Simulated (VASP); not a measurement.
# Hg (P6/mmm) in VASP: further runs

Runs on Hg. Level: PBE. Tasks: single point, relaxation of cell and atoms.

Program: VASP 6.6.1. These are calculated values, not measurements. Logs are shortened: lines on timing, memory, paths and dates and some standing lists are left out, and cuts for length are marked.

## (1) The cell of the first run

It takes space group P6/mmm (No. 191, hexagonal). The conventional cell has a = 5.560 Å, b = 5.560 Å, c = 3.313 Å, α = 90.00°, β = 90.00°, γ = 120.00°. Hg (site symmetry -6m2) has 11 Hg at 3.21 to 3.61 Å within 4.2 Å. Hg (site symmetry 6/mmm) has 14 Hg at 3.31 to 3.61 Å within 4.4 Å.

## (2) Single point, PBE

File INCAR:

```
PREC = Accurate ; ENCUT = 520
EDIFF = 1E-6 ; ISMEAR = 0
SIGMA = 0.1 ; LREAL = False
LASPH = True ; NELM = 100
ALGO = Normal ; ISIF = 2
LWAVE = False ; LCHARG = False
GGA = PE ; NBANDS = 25
```

File KPOINTS:

```
Automatic mesh
0
Gamma
  9 9 14
```

File POSCAR:

```
Hg
1.0
    5.5597750622      0.0000000000      0.0000000000
   -2.7798875311      4.8149064432      0.0000000000
    0.0000000000      0.0000000000      3.3133010709
Hg
3
Direct
    0.3333333333      0.6666666667      0.5000000000
    0.6666666667      0.3333333333      0.5000000000
    0.0000000000      0.0000000000      0.0000000000
```

Potentials or basis: VASP PAW PBE potentials, release 64 (Hg).

Command:

```
$ cat potpaw_PBE.64/Hg/POTCAR > POTCAR
$ mpirun -np 1 vasp_std > vasp.out
```

OUTCAR:

```text
PREC = Accurate
   ENCUT = 520
   EDIFF = 1E-6
   ISMEAR = 0
   LREAL = False
   LASPH = True
   NELM = 100
   ISIF = 2
   GGA = PE

 ion  position               nearest neighbor table
   1  0.333  0.667  0.500-   2 3.21   2 3.21   2 3.21   3 3.61   3 3.61   3 3.61   3 3.61   3 3.61
                             3 3.61
   2  0.667  0.333  0.500-   1 3.21   1 3.21   1 3.21   3 3.61   3 3.61   3 3.61   3 3.61   3 3.61
                             3 3.61
   3  0.000  0.000  0.000-   1 3.61   2 3.61   1 3.61   2 3.61   2 3.61   2 3.61   1 3.61   1 3.61
                             2 3.61   2 3.61   1 3.61   1 3.61

  LATTYP: Found a hexagonal cell.
 ALAT       =     5.5597750622
 C/A-ratio  =     0.5959415685

  Lattice vectors:

 A1 = (   5.5597750622,   0.0000000000,   0.0000000000)
 A2 = (  -2.7798875311,   4.8149064432,   0.0000000000)
 A3 = (   0.0000000000,   0.0000000000,   3.3133010709)

Analysis of symmetry for initial positions (statically):
=====================================================================
 Subroutine PRICEL returns:
 Original cell was already a primitive cell.

 Routine SETGRP: Setting up the symmetry group for a
 hexagonal supercell.

 Subroutine GETGRP returns: Found 24 space group operations
 (whereof 24 operations were pure point group operations)
 out of a pool of 24 trial point group operations.

The static configuration has the point symmetry D_6h.

Analysis of symmetry for dynamics (positions and initial velocities):
=====================================================================
 Subroutine PRICEL returns:
 Original cell was already a primitive cell.

 Routine SETGRP: Setting up the symmetry group for a
 hexagonal supercell.

 Subroutine GETGRP returns: Found 24 space group operations
 (whereof 24 operations were pure point group operations)
 out of a pool of 24 trial point group operations.

The dynamic configuration has the point symmetry D_6h.

 Subroutine INISYM returns: Found 24 space group operations
 (whereof 24 operations are pure point group operations),
 and found     1 'primitive' translations

----------------------------------------------------------------------------------------

                                     Primitive cell

  volume of cell :      88.6964

  direct lattice vectors                    reciprocal lattice vectors
[... 80 lines left out ...]
   PREC   = accura    normal or accurate (medium, high low for compatibility)
   ISTART =      0    job   : 0-new  1-cont  2-samecut
   ICHARG =      2    charge: 1-file 2-atom 10-const
   ISPIN  =      1    spin polarized calculation?
   LNONCOLLINEAR =      F non collinear calculations
   LSORBIT =      F    spin-orbit coupling
   LASPH  =      T    aspherical Exc in radial PAW
   ENCUT  =  520.0 eV  38.22 Ry    6.18 a.u.  10.34 10.34  6.16*2*pi/ulx,y,z
   NELM   =    100;   NELMIN=  2; NELMDL= -5     # of ELM steps
   EDIFF  = 0.1E-05   stopping-criterion for ELM
   LREAL  =      F    real-space projection
   EDIFFG = 0.1E-04   stopping-criterion for IOM
   NSW    =      0    number of steps for IOM
   IBRION =     -1    ionic relax: 0-MD 1-quasi-New 2-CG
   NFREE  =      0    steps in history (QN), initial steepest desc. (CG)
   ISIF   =      2    stress and relaxation
   ISYM   =      2    0-nonsym 1-usesym 2-fastsym
   POTIM  = 0.5000    time-step for ionic-motion
   TEBEG  =    0.0;   TEEND  =   0.0 temperature during run
   PSTRESS=    0.0 pullay stress
   NELECT =      36.0000    total number of electrons
   NUPDOWN=      -1.0000    fix difference up-down
   EMIN   =  10.00;   EMAX   =-10.00  energy-range for DOS
   EFERMI =   0.00;   METHOD = LEGACY
   ISMEAR =     0;   SIGMA  =   0.10  broadening in eV -4-tet -1-fermi 0-gaus
   EFERMI_NEDOS =   21; number of points for ismear=-14 and -15
   IALGO  =     38    algorithm
   IMIX   =      4    mixing-type and parameters
     AMIX     =   0.40;   BMIX     =  1.00
     AMIX_MAG =   1.60;   BMIX_MAG =  1.00
  volume/ion in A,a.u.               =      29.57       199.52
  Fermi-wavevector in a.u.,A,eV,Ry     =   1.212105  2.290547 19.989668  1.469199
  Thomas-Fermi vector in A             =   2.347600
   LORBIT       =      0    0 simple, 1 ext, 2 COOP (PROOUT), +10 PAW based schemes
   GGA     = PE    functional components
   LHFCALC =     F    Hartree Fock is set to
   AEXX    =    0.0000 exact exchange contribution
   IVDW    =     0    specifies the selected vdW correction
   LEPSILON=     F    determine dielectric tensor
   LRPA    =     F    only Hartree local field effects (RPA)
 non-spin polarized calculation
 Gauss-broadening in eV      SIGMA  =   0.10
  energy-cutoff  :      520.00
  volume of cell :       88.70
 maximum number of plane-waves:      2424
 NGX is ok and might be reduce to    42
   NGX = 21   NGY = 21   NGZ = 13

 number of electron      36.0000007 magnetization

 Free energy of the ion-electron system (eV)
  ---------------------------------------------------
  ext. energy  EPLUGINS =         0.00000000
  ---------------------------------------------------
  free energy    TOTEN  =        -0.54828756 eV

  energy without entropy =       -0.54673022  energy(sigma->0) =       -0.54750889

 E-fermi :   1.2516     XC(G=0):  -9.6378

 val. band max:        1.1348856494   @ k =   0.2222  -0.0000   0.4286
 cond. band min:       1.2601481530   @ k =   0.4444   0.1111   0.5000
 fundamental gap:      0.1252625036
 Fermi energy:         1.2515648112

 k-point     1 :       0.0000    0.0000    0.0000
  band No.  band energies     occupation
      1      -6.2504      2.00000
      2      -5.8550      2.00000
      3      -5.4897      2.00000
      4      -5.3676      2.00000
      5      -5.2564      2.00000
      6      -5.2564      2.00000
[... 661 lines left out ...]
     24      10.6782      0.00000
     25      10.7385      0.00000

 [... further k-points ...]
[... 5 lines left out ...]
  --------------------------------------------------------------------------------------
  -------------------------------------------------------------------------------------
  Total        0.0410692      0.0410692      0.0312025     -0.0000000     -0.0000000      0.0000000
  in kB        0.7418578      0.7418578      0.5636293     -0.0000000     -0.0000000      0.0000000
  external PRESSURE =       0.6824483 kB  Pullay stress =       0.0000000 kB

 VOLUME and BASIS-vectors are now :
 -----------------------------------------------------------------------------
  energy-cutoff  :      520.00
  volume of cell :       88.70
      direct lattice vectors                 reciprocal lattice vectors
     5.559775062  0.000000000  0.000000000     0.179863392  0.103844178  0.000000000
    -2.779887531  4.814906443  0.000000000     0.000000000  0.207688355  0.000000000
     0.000000000  0.000000000  3.313301071     0.000000000  0.000000000  0.301813804

 POSITION                                       TOTAL-FORCE (eV/Angst)
 -----------------------------------------------------------------------------------
     -0.00000      3.20994      1.65665         0.000000      0.000000     -0.000000
      2.77989      1.60497      1.65665        -0.000000     -0.000000      0.000000
      0.00000      0.00000      0.00000         0.000000      0.000000      0.000000
 -----------------------------------------------------------------------------------
    total drift:                               -0.000000      0.000000     -0.000000

  FREE ENERGIE OF THE ION-ELECTRON SYSTEM (eV)
  ---------------------------------------------------
  free  energy   TOTEN  =        -0.5482875607 eV

  energy  without entropy=       -0.5467302207  energy(sigma->0) =       -0.54750889
```

stdout:

```text
POSCAR found type information on POSCAR Hg
 POSCAR found :  1 types and       3 ions
 scaLAPACK will be used
 LDA part: xc-table for (Slater+PW92), standard interpolation
 POSCAR, INCAR and KPOINTS ok, starting setup
 FFT: planning ... GRIDC
 FFT: planning ... GRID_SOFT
 FFT: planning ... GRID
 WAVECAR not read
 entering main loop
```

Run time: 2.2 min. Hardware: 1 thread of Intel Xeon Platinum 8259CL at 2.50GHz (Skylake/Cascade Lake), shared host; peak memory 0.32 GiB.

What came out:

- Free energy: -0.5483 eV
- Pressure: 0.1 GPa
- Band gap on the k mesh: zero (band 18 reaches 2.78 eV, above the bottom of band 19 at 0.63 eV)

Levels at points of the mesh, in eV from the Fermi level:
```tsv
k point	band 14	band 15	band 16	band 17	band 18	band 19	band 20	band 21	band 22	band 23
(0.00, 0.00, 0.00)	-6.11	-5.72	-5.72	-1.51	-1.14	1.86	1.86	1.94	1.94	7.56
(0.00, 0.00, 0.50)	-5.79	-5.53	-3.34	-2.67	1.53	2.70	3.13	3.62	3.91	3.91
```

Caveat: spin-orbit coupling is left out, which moves the levels of the heavy elements.

## (3) Relaxation of cell and atoms, PBE

This run uses another cell than the first one, of 27.48 Å³/atom, 0.929 times its volume.

File INCAR:

```
SYSTEM = Hg
PREC = Accurate
ENCUT = 600
EDIFF = 1E-6
ISMEAR = 0
SIGMA = 0.1
LREAL = .FALSE.
LASPH = .TRUE.
NELM = 100
ALGO = Normal
ISIF = 3
LWAVE = .FALSE.
LCHARG = .FALSE.
GGA = PE
IBRION = 2
NSW = 100
EDIFFG = -0.005
```

File KPOINTS:

```
regular mesh
0
G
  9 9 14
  0 0 0
```

File POSCAR:

```
Hg
1.0
    5.4666964342      0.0000000000      0.0000000000
   -2.7333482171      4.7342979868      0.0000000000
    0.0000000000      0.0000000000      3.1852178100
Hg
3
Direct
    0.3333333300      0.6666666700      0.5000000000
    0.6666666700      0.3333333300      0.5000000000
    0.0000000000      0.0000000000      0.0000000000
```

Potentials or basis: VASP PAW PBE potentials, release 64 (Hg).

Command:

```
$ cat potpaw_PBE.64/Hg/POTCAR > POTCAR
$ mpirun -np 1 vasp_std > vasp.out
```

Run time: 15 min. Hardware: 1 thread of Intel Xeon Platinum 8259CL at 2.50GHz (Skylake/Cascade Lake), shared host; peak memory 0.35 GiB.

It converged, with:

```
Free energy                            : -0.5472 eV
Relaxed volume                         : 30.01 Å³/atom
Relaxed cell                           : a = 5.595 Å, b = 5.595 Å, c = 3.321 Å, α = 90.00°, β = 90.00°, γ = 120.00°
Space group after relaxing (to 0.05 Å) : P6/mmm (No. 191)
Energy gained by relaxing              : 8.2 meV/atom
Ionic steps                            : 11
Pressure after relaxing                : 0.0 GPa
Band gap on the k mesh                 : zero (band 18 reaches 2.60 eV, above the bottom of band 19 at 0.58 eV)
```

The path:
```
step  energy change (eV)  largest force (eV/Å)  pressure (GPa)  volume (Å³)
   1              0.0000                0.0000            1.10        82.44
   2             -0.0131                0.0000            0.69        84.71
   3             -0.0240                0.0000            0.09        89.11
   4             -0.0243                0.0000            0.01        89.93
   5             -0.0242                0.0000           -0.03        90.13
   6             -0.0243                0.0000            0.01        90.11
   7             -0.0244                0.0000           -0.04        90.09
   8             -0.0244                0.0000            0.00        90.07
   9             -0.0245                0.0000            0.03        90.02
  10             -0.0245                0.0000           -0.08        90.05
  11             -0.0245                0.0000           -0.01        90.03
```

Final structure:
```
Hg
1.0
     5.59495    0.00000    0.00000
    -2.79748    4.84537    0.00000
     0.00000    0.00000    3.32110
Hg
3
Direct
  0.33333 0.66667 0.50000
  0.66667 0.33333 0.50000
  0.00000 0.00000 0.00000
```

Levels at points of the mesh, in eV from the Fermi level:
| k point | band 14 | band 15 | band 16 | band 17 | band 18 | band 19 | band 20 | band 21 | band 22 |
| --- | --- | --- | --- | --- | --- | --- | --- | --- | --- |
| (0.00, 0.00, 0.00) | -6.08 | -5.71 | -5.71 | -1.55 | -1.19 | 1.85 | 1.85 | 1.93 | 1.93 |
| (0.00, 0.00, 0.50) | -5.78 | -5.52 | -3.30 | -2.62 | 1.45 | 2.65 | 3.09 | 3.60 | 3.91 |

Caveat: spin-orbit coupling is left out, which moves the levels of the heavy elements.

## (4) Single point, PBE

This run uses another cell than the first one, of 27.48 Å³/atom, 0.929 times its volume.

File INCAR:

```
SYSTEM = Hg
  PREC = Accurate
  ENCUT = 520
  EDIFF = 1E-6
  ISMEAR = 0
  SIGMA = 0.1
  LREAL = .FALSE.
  LASPH = .TRUE.
  NELM = 100
  ALGO = Normal
  ISIF = 2
  LWAVE = .FALSE.
  LCHARG = .FALSE.
  GGA = PE
  NBANDS = 25
```

File KPOINTS:

```
regular mesh
0
G
  6 6 6
  0 0 0
```

POSCAR is that of step 3.

Command:

```
$ cat potpaw_PBE.64/Hg/POTCAR > POTCAR
$ mpirun -np 1 vasp_std > vasp.out
```

It took 40 s on 1 thread of Intel Xeon Platinum 8259CL at 2.50GHz (Skylake/Cascade Lake), shared host; peak memory 0.21 GiB.

Results (log left out):

- Free energy: -0.5385 eV
- Pressure: 1.1 GPa
- Band gap on the k mesh: zero (band 18 reaches 3.72 eV, above the bottom of band 19 at 0.75 eV)

Stress tensor (GPa, compression positive):
```
1.21 0.00 0.00
0.00 1.21 0.00
0.00 0.00 0.83
```

Levels at points of the mesh, in eV from the Fermi level:
```csv
k point,band 15,band 16,band 17,band 18,band 19,band 20,band 21,band 22
"(0.00, 0.00, 0.00)",-5.51,-5.51,-1.25,-0.90,2.00,2.00,2.06,2.06
"(0.50, 0.00, 0.00)",-5.50,-5.21,-5.04,-1.66,-0.72,5.83,5.83,7.85
"(0.00, 0.00, 0.50)",-5.26,-2.94,-2.40,2.25,3.14,3.42,3.81,4.29
"(0.50, 0.00, 0.50)",-5.39,-1.46,-1.41,-0.83,-0.02,2.19,2.66,3.45
```

Caveat: spin-orbit coupling is left out, which moves the levels of the heavy elements.

## (5) Overview

```csv
task,cell,k mesh,cutoff (eV),gap on the mesh (eV),pressure (GPa)
single point,"a = 5.560, b = 5.560, c = 3.313 Å, angles 90.0, 90.0, 120.0°, 3 atoms",9 × 9 × 14,520,none,0.1
relaxation of cell and atoms,"relaxed from a = 5.467, b = 5.467, c = 3.185 Å, angles 90.0, 90.0, 120.0°, 3 atoms",9 × 9 × 14,600,none,0.0
single point,"a = 5.467, b = 5.467, c = 3.185 Å, angles 90.0, 90.0, 120.0°, 3 atoms",6 × 6 × 6,520,none,1.1
```

Alike in all rows: level PBE; potentials or basis VASP PAW PBE potentials, release 64 (Hg); no spin polarisation; smearing gaussian 0.1 eV.

Caveats: spin-orbit coupling is left out, which moves the levels of the heavy elements.

Total energies depend on the potentials used, so only differences within one code and one set of settings carry meaning.
